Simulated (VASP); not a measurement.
# MgZn4O (C2/m) in VASP: single point with PBE

Aim: the single point of MgZn4O with PBE.

Program: VASP 6.6.1. These are calculated values, not measurements. Logs are shortened: lines on timing, memory, paths and dates and some standing lists are left out, and cuts for length are marked.

### 1 The cell of the first run

It takes space group C2/m (No. 12, monoclinic). The conventional cell has a = 4.633 Å, b = 10.672 Å, c = 5.328 Å, α = 90.00°, β = 115.42°, γ = 90.00°. Mg (site symmetry 2/m) has 2 O at 2.32 Å and 4 Zn at 2.66 to 2.68 Å within 3.1 Å. Zn (site symmetry 2/m) has 4 Zn at 2.32 to 2.66 Å and 2 Mg at 2.66 Å and 2 O at 2.68 Å within 3.1 Å. Zn (site symmetry 2) has 4 Zn at 2.32 to 2.68 Å within 3.1 Å. Zn (site symmetry 2/m) has 4 Zn at 2.32 to 2.68 Å and 2 O at 2.66 Å and 2 Mg at 2.68 Å within 3.1 Å. O (site symmetry 2/m) has 2 Mg at 2.32 Å and 4 Zn at 2.66 to 2.68 Å within 3.1 Å.

### 2 Single point, PBE

INCAR

```
SYSTEM = MgZn4O
PREC     = Accurate       ! precision mode
ENCUT    = 520            ! plane-wave cutoff, eV
EDIFF    = 1E-6           ! SCF threshold, eV
ISMEAR   = 0              ! smearing method
SIGMA    = 0.2            ! smearing width, eV
LREAL    = .FALSE.        ! projectors in reciprocal space
LASPH    = .TRUE.         ! aspherical terms in the spheres
NELM     = 80             ! most SCF steps
ALGO     = Normal         ! electronic algorithm
ISIF     = 2              ! what is computed and relaxed
LWAVE    = .FALSE.        ! write WAVECAR
LCHARG   = .FALSE.        ! write CHGCAR
GGA      = PE             ! functional
NBANDS   = 37             ! bands
```

KPOINTS

```
Automatic mesh
0
G
  4 4 4
  0 0 0
```

POSCAR

```
MgZn4O
1.0
    2.3096399016     -5.3360413318     -0.1794367828
    2.3096399016      5.3360413318     -0.1794367828
   -1.9078948917      0.0000000000      4.9752232284
Mg Zn O
1 4 1
Direct
    0.0000000000      0.0000000000      0.5000000000
    0.0000000000      0.0000000000      0.0000000000
    0.7508863493      0.2491136507      0.0000000000
    0.2491136507      0.7508863493      0.0000000000
    0.5000000000      0.5000000000      0.0000000000
    0.5000000000      0.5000000000      0.5000000000
```

Potentials or basis: VASP PAW PBE potentials, release 64 (Mg, Zn, O).

Run with:

```console
$ cat potpaw_PBE.64/Mg/POTCAR potpaw_PBE.64/Zn/POTCAR potpaw_PBE.64/O/POTCAR > POTCAR
$ mpirun -np 1 vasp_std > vasp.out
```

OUTCAR:

```text
SYSTEM = MgZn4O
   PREC = Accurate
   ENCUT = 520
   EDIFF = 1E-6
   ISMEAR = 0
   LREAL = .FALSE.
   LASPH = .TRUE.
   NELM = 80
   ISIF = 2
   GGA = PE

 ion  position               nearest neighbor table
   1  0.000  0.000  0.500-   6 2.32   6 2.32   2 2.66   2 2.66   5 2.68   5 2.68
   2  0.000  0.000  0.000-   5 2.32   5 2.32   3 2.66   4 2.66   1 2.66   1 2.66
   3  0.751  0.249  0.000-   4 2.32   4 2.32   2 2.66   5 2.68
   4  0.249  0.751  0.000-   3 2.32   3 2.32   2 2.66   5 2.68
   5  0.500  0.500  0.000-   2 2.32   2 2.32   1 2.68   1 2.68   3 2.68   4 2.68
   6  0.500  0.500  0.500-   1 2.32   1 2.32

  LATTYP: Found a base centered monoclinic cell.
 ALAT       =     4.6331993413
 B/A-ratio  =     2.3033938058
 C/A-ratio  =     1.1500691662
 COS(beta)  =    -0.4293007078

  Lattice vectors:

 A1 = (   2.3096399016,  -5.3360413318,  -0.1794367828)
 A2 = (   2.3096399016,   5.3360413318,  -0.1794367828)
 A3 = (  -1.9078948917,   0.0000000000,   4.9752232284)

Analysis of symmetry for initial positions (statically):
=====================================================================
 Subroutine PRICEL returns:
 Original cell was already a primitive cell.

 Routine SETGRP: Setting up the symmetry group for a
 base centered monoclinic supercell.

 Subroutine GETGRP returns: Found  4 space group operations
 (whereof  4 operations were pure point group operations)
 out of a pool of  4 trial point group operations.

The static configuration has the point symmetry C_2h.

Analysis of symmetry for dynamics (positions and initial velocities):
=====================================================================
 Subroutine PRICEL returns:
 Original cell was already a primitive cell.

 Routine SETGRP: Setting up the symmetry group for a
 base centered monoclinic supercell.

 Subroutine GETGRP returns: Found  4 space group operations
 (whereof  4 operations were pure point group operations)
 out of a pool of  4 trial point group operations.

The dynamic configuration has the point symmetry C_2h.

 Subroutine INISYM returns: Found  4 space group operations
 (whereof  4 operations are pure point group operations),
 and found     1 'primitive' translations

----------------------------------------------------------------------------------------

                                     Primitive cell

  volume of cell :     118.9791

  direct lattice vectors                    reciprocal lattice vectors
     2.309639902 -5.336041332 -0.179436783     0.223131646 -0.093702423  0.085566357
     2.309639902  5.336041332 -0.179436783     0.223131646  0.093702423  0.085566357
    -1.907894892  0.000000000  4.975223228     0.016094966  0.000000000  0.207168092

  length of vectors
     5.817213347  5.817213347  5.328499703     0.256689456  0.256689456  0.207792363

  position of ions in fractional coordinates (direct lattice)
     0.000000000  0.000000000  0.500000000
     0.000000000  0.000000000  0.000000000
     0.750886349  0.249113651  0.000000000
     0.249113651  0.750886349  0.000000000
     0.500000000  0.500000000  0.000000000
     0.500000000  0.500000000  0.500000000

  ion indices of the primitive-cell ions
   primitive index   ion index
                 1           1
                 2           2
                 3           3
                 4           4
                 5           5
                 6           6

----------------------------------------------------------------------------------------

 KPOINTS: Automatic mesh

Automatic generation of k-mesh.
 Grid dimensions read from file:
 generate k-points for:    4    4    4

 Generating k-lattice:

  Cartesian coordinates                     Fractional coordinates (reciprocal lattice)
     0.055782911 -0.023425606  0.021391589     0.250000000 -0.000000000  0.000000000
     0.055782911  0.023425606  0.021391589    -0.000000000  0.250000000  0.000000000
     0.004023742  0.000000000  0.051792023     0.000000000  0.000000000  0.250000000

  Length of vectors
     0.064172364  0.064172364  0.051948091

  Shift w.r.t. Gamma in fractional coordinates (k-lattice)
     0.000000000  0.000000000  0.000000000

 Subroutine IBZKPT returns following result:
 ===========================================

 Found     24 irreducible k-points:

 Following reciprocal coordinates:
            Coordinates               Weight
  0.000000  0.000000  0.000000      1.000000
  0.250000  0.000000  0.000000      4.000000
  0.500000  0.000000  0.000000      2.000000
  0.250000  0.250000  0.000000      2.000000
  0.500000  0.250000  0.000000      4.000000
 -0.250000  0.250000  0.000000      2.000000
[... 16 lines left out ...]
 -0.250000  0.250000  0.500000      2.000000
  0.500000  0.500000  0.500000      1.000000
   k-points           NKPTS =     24   k-points in BZ     NKDIM =     24   number of bands    NBANDS=     37
   number of dos      NEDOS =    301   number of ions     NIONS =      6
   total plane-waves  NPLWV =  92160
   dimension x,y,z NGX =    48 NGY =   48 NGZ =   40
   dimension x,y,z NGXF=    96 NGYF=   96 NGZF=   80
   ions per type =               1   4   1
   NGX,Y,Z   is equivalent  to a cutoff of  13.72, 13.72, 12.48 a.u.
   NGXF,Y,Z  is equivalent  to a cutoff of  27.44, 27.44, 24.96 a.u.
 SYSTEM =  MgZn4O
   PREC   = accura    normal or accurate (medium, high low for compatibility)
   ISTART =      0    job   : 0-new  1-cont  2-samecut
   ICHARG =      2    charge: 1-file 2-atom 10-const
   ISPIN  =      1    spin polarized calculation?
   LNONCOLLINEAR =      F non collinear calculations
   LSORBIT =      F    spin-orbit coupling
   LASPH  =      T    aspherical Exc in radial PAW
   ENCUT  =  520.0 eV  38.22 Ry    6.18 a.u.  10.82 10.82  9.91*2*pi/ulx,y,z
   NELM   =     80;   NELMIN=  2; NELMDL= -5     # of ELM steps
   EDIFF  = 0.1E-05   stopping-criterion for ELM
   LREAL  =      F    real-space projection
   EDIFFG = 0.1E-04   stopping-criterion for IOM
   NSW    =      0    number of steps for IOM
   IBRION =     -1    ionic relax: 0-MD 1-quasi-New 2-CG
   NFREE  =      0    steps in history (QN), initial steepest desc. (CG)
   ISIF   =      2    stress and relaxation
   ISYM   =      2    0-nonsym 1-usesym 2-fastsym
   POTIM  = 0.5000    time-step for ionic-motion
   TEBEG  =    0.0;   TEEND  =   0.0 temperature during run
   PSTRESS=    0.0 pullay stress
   NELECT =      56.0000    total number of electrons
   NUPDOWN=      -1.0000    fix difference up-down
   EMIN   =  10.00;   EMAX   =-10.00  energy-range for DOS
   EFERMI =   0.00;   METHOD = LEGACY
   ISMEAR =     0;   SIGMA  =   0.20  broadening in eV -4-tet -1-fermi 0-gaus
   EFERMI_NEDOS =   21; number of points for ismear=-14 and -15
   IALGO  =     38    algorithm
   IMIX   =      4    mixing-type and parameters
     AMIX     =   0.40;   BMIX     =  1.00
     AMIX_MAG =   1.60;   BMIX_MAG =  1.00
  volume/ion in A,a.u.               =      19.83       133.82
  Fermi-wavevector in a.u.,A,eV,Ry     =   1.273446  2.406465 22.064099  1.621666
  Thomas-Fermi vector in A             =   2.406269
   LORBIT       =      0    0 simple, 1 ext, 2 COOP (PROOUT), +10 PAW based schemes
   GGA     = PE    functional components
   LHFCALC =     F    Hartree Fock is set to
   AEXX    =    0.0000 exact exchange contribution
   IVDW    =     0    specifies the selected vdW correction
   LEPSILON=     F    determine dielectric tensor
   LRPA    =     F    only Hartree local field effects (RPA)
 non-spin polarized calculation
 Gauss-broadening in eV      SIGMA  =   0.20
  energy-cutoff  :      520.00
  volume of cell :      118.98
 maximum number of plane-waves:      3226
 NGX is ok and might be reduce to    48
   NGX = 21   NGY = 21   NGZ = 19

 number of electron      55.9999995 magnetization

 Free energy of the ion-electron system (eV)
  ---------------------------------------------------
  ext. energy  EPLUGINS =         0.00000000
  ---------------------------------------------------
  free energy    TOTEN  =       -10.85838292 eV

  energy without entropy =      -10.81502063  energy(sigma->0) =      -10.83670178

 E-fermi :   1.2590     XC(G=0):  -9.2002

 val. band max:        1.2430138196   @ k =   0.5000   0.2500   0.2500
 cond. band min:       1.2831095224   @ k =   0.5000   0.5000   0.5000
 fundamental gap:      0.0400957028
 Fermi energy:         1.2589703612

 k-point     1 :       0.0000    0.0000    0.0000
  band No.  band energies     occupation
      1     -15.4156      2.00000
      2      -7.7383      2.00000
      3      -7.4072      2.00000
      4      -7.0086      2.00000
      5      -6.8101      2.00000
      6      -6.8020      2.00000
[... 29 lines left out ...]
     36       6.6793      0.00000
     37       7.9826      0.00000

 k-point     2 :       0.2500    0.0000    0.0000
  band No.  band energies     occupation
      1     -15.3897      2.00000
      2      -7.3240      2.00000
      3      -7.1085      2.00000
      4      -6.8844      2.00000
      5      -6.7979      2.00000
      6      -6.6897      2.00000
[... 29 lines left out ...]
     36       7.0361      0.00000
     37       7.7519      0.00000

 k-point     3 :       0.5000    0.0000    0.0000
  band No.  band energies     occupation
      1     -15.3636      2.00000
      2      -6.6561      2.00000
      3      -6.6366      2.00000
      4      -6.5388      2.00000
      5      -6.5367      2.00000
      6      -6.4722      2.00000
[... 29 lines left out ...]
     36       8.3142      0.00000
     37       8.5493      0.00000
[... 761 lines left out ...]
 k-point    23 :      -0.2500    0.2500    0.5000
  band No.  band energies     occupation
      1     -15.3789      2.00000
      2      -7.6623      2.00000
      3      -7.4413      2.00000
      4      -7.0281      2.00000
      5      -6.8240      2.00000
      6      -6.8012      2.00000
[... 29 lines left out ...]
     36       8.6670      0.00000
     37       9.0213      0.00000

 k-point    24 :       0.5000    0.5000    0.5000
  band No.  band energies     occupation
      1     -15.3782      2.00000
      2      -7.5339      2.00000
      3      -7.5215      2.00000
      4      -7.1169      2.00000
      5      -6.8413      2.00000
      6      -6.7021      2.00000
[... 29 lines left out ...]
     36       7.6629      0.00000
     37       7.9407      0.00000

------------------------ aborting loop because EDIFF is reached ----------------------------------------

  FORCE on cell =-STRESS in cart. coord.  units (eV):
  Direction    XX          YY          ZZ          XY          YZ          ZX
  --------------------------------------------------------------------------------------
  -------------------------------------------------------------------------------------
  Total        0.3280047      0.0813292      0.1473197      0.0000000      0.0000000     -0.0619328
  in kB        4.4169256      1.0951821      1.9838137      0.0000000      0.0000000     -0.8339894
  external PRESSURE =       2.4986405 kB  Pullay stress =       0.0000000 kB

 VOLUME and BASIS-vectors are now :
 -----------------------------------------------------------------------------
  energy-cutoff  :      520.00
  volume of cell :      118.98
      direct lattice vectors                 reciprocal lattice vectors
     2.309639902 -5.336041332 -0.179436783     0.223131646 -0.093702423  0.085566357
     2.309639902  5.336041332 -0.179436783     0.223131646  0.093702423  0.085566357
    -1.907894892  0.000000000  4.975223228     0.016094966  0.000000000  0.207168092

 POSITION                                       TOTAL-FORCE (eV/Angst)
 -----------------------------------------------------------------------------------
     -0.95395      0.00000      2.48761        -0.000000     -0.000000     -0.000000
      0.00000      0.00000      0.00000        -0.000000     -0.000000     -0.000000
      2.30964     -2.67748     -0.17944         0.000000     -0.001818     -0.000000
      2.30964      2.67748     -0.17944         0.000000      0.001818      0.000000
      2.30964      0.00000     -0.17944        -0.000000     -0.000000     -0.000000
      1.35569      0.00000      2.30817        -0.000000     -0.000000     -0.000000
 -----------------------------------------------------------------------------------
    total drift:                                0.000000     -0.000000      0.000000

  FREE ENERGIE OF THE ION-ELECTRON SYSTEM (eV)
  ---------------------------------------------------
  free  energy   TOTEN  =       -10.8583829205 eV

  energy  without entropy=      -10.8150206298  energy(sigma->0) =      -10.83670178
```

Wall time 2.5 min (1 thread of Intel Xeon Platinum 8259CL at 2.50GHz (Skylake/Cascade Lake), shared host); peak memory 0.33 GiB.

What came out:

```
Free energy            : -10.8584 eV
Pressure               : 0.2 GPa
Band gap on the k mesh : zero (band 28 reaches 2.11 eV, above the bottom of band 29 at 0.92 eV)
```

Caveat: the k points lie up to 0.40 Å⁻¹ apart.
